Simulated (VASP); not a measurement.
Input of a VASP 6.6.1 run:

File INCAR:

```
SYSTEM = ZnO
ALGO = Normal
EDIFF = 1E-7
EDIFFG = -0.05
ENCUT = 520
IBRION = 2
ISIF = 2
ISMEAR = 0
LASPH = .True.
LCHARG = .False.
LREAL = .False.
LWAVE = .False.
NELM = 100
NSW = 100
PREC = Accurate
SIGMA = 0.01
```

Contents of KPOINTS:

```
k-points
0
Gamma
  8 8 4
  0 0 0
```

POSCAR

```
ZnO
1.0
    3.2029567414      0.0000000000      0.0000000000
   -1.6014783707      2.7738419053      0.0000000000
    0.0000000000      0.0000000000      5.1780962407
Zn O
2 2
Direct
    0.3333333333      0.6666666667      0.5002871609
    0.6666666667      0.3333333333      0.0002871609
    0.6666666667      0.3333333333      0.3787228391
    0.3333333333      0.6666666667      0.8787228391
```

Potentials or basis: VASP PAW LDA potentials, release 64 (Zn, O).

The run is started by

```sh
$ cat potpaw_LDA.64/Zn/POTCAR potpaw_LDA.64/O/POTCAR > POTCAR
$ mpirun -np 1 vasp_std > vasp.out
```

Q: Predict the band gap on the k mesh.

A: 0.79 eV, direct.

Final structure:
```xyz
4
Lattice="3.2030 0.0000 0.0000 -1.6015 2.7738 0.0000 0.0000 0.0000 5.1781" Properties=species:S:1:pos:R:3 pbc="T T T"
Zn    0.0000    1.8492    2.5905
Zn    1.6015    0.9246    0.0015
O     1.6015    0.9246    1.9611
O     0.0000    1.8492    4.5501
```

Caveat: the relaxation stopped at its first step, so nothing moved.

**Measured values to compare with.**

From “Electronic structure of alkaline earth and post-transition metal oxides”, 2009, arxiv:0908.1581, for a bulk crystal of ZnO: band gap 3.37 eV.

Against the measured gap of ZnO, 3.37 eV (quoted in “Electronic structure of alkaline earth and post-transition metal oxides”, 2009, arxiv:0908.1581), the calculated 0.79 eV is off by -2.58 eV. So large a miss can be the level of theory's own, or it may mean another phase, state or a wrong row. The value is that of LDA, without temperature or zero-point motion. Semilocal functionals fall short of measured gaps as a rule.
